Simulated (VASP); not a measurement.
A run of VASP 6.6.1 is set up as follows.

The input INCAR:

```
SYSTEM = AlB3Sb4
PREC = Accurate
ENCUT = 520
EDIFF = 1E-6
ISMEAR = 0
SIGMA = 0.01
LREAL = .False.
LASPH = .True.
NELM = 80
ALGO = Normal
ISIF = 2
LWAVE = .False.
LCHARG = .True.
GGA = PE
LELF = .True.
LVHAR = .True.
NBANDS = 26
```

The input KPOINTS:

```
Automatic mesh
0
Gamma
  6 6 6
  0 0 0
```

The input POSCAR:

```
AlB3Sb4
1.0
   -2.7392694327      2.7392694327      5.4370882597
    2.7392694327     -2.7392694327      5.4370882597
    2.7392694327      2.7392694327     -5.4370882597
B Sb Al
3 4 1
Direct
    0.7500000000      0.2500000000      0.5000000000
    0.5000000000      0.5000000000      0.0000000000
    0.2500000000      0.7500000000      0.5000000000
    0.1404666297      0.5933888547      0.0000000000
    0.8595333703      0.8595333703      0.4529222250
    0.5933888547      0.1404666297      0.0000000000
    0.4066111453      0.4066111453      0.5470777750
    0.0000000000      0.0000000000      0.0000000000
```

Potentials or basis: VASP PAW PBE potentials, release 64 (B, Sb, Al).

Run with:

```bash
$ cat potpaw_PBE.64/B/POTCAR potpaw_PBE.64/Sb/POTCAR potpaw_PBE.64/Al/POTCAR > POTCAR
$ mpirun -np 1 vasp_std > vasp.out
```

(1) Estimate the pressure.

(2) Estimate the band gap on the k mesh.

(3) Predict the largest force.

Answers

(1) 3.0 GPa.

(2) 0.29 eV.

(3) 0.041 eV/Å.

Caveat: the cell stands under pressure; semilocal functionals underestimate gaps, and a narrow one can read as zero; spin-orbit coupling is left out, which moves the levels of the heavy elements.
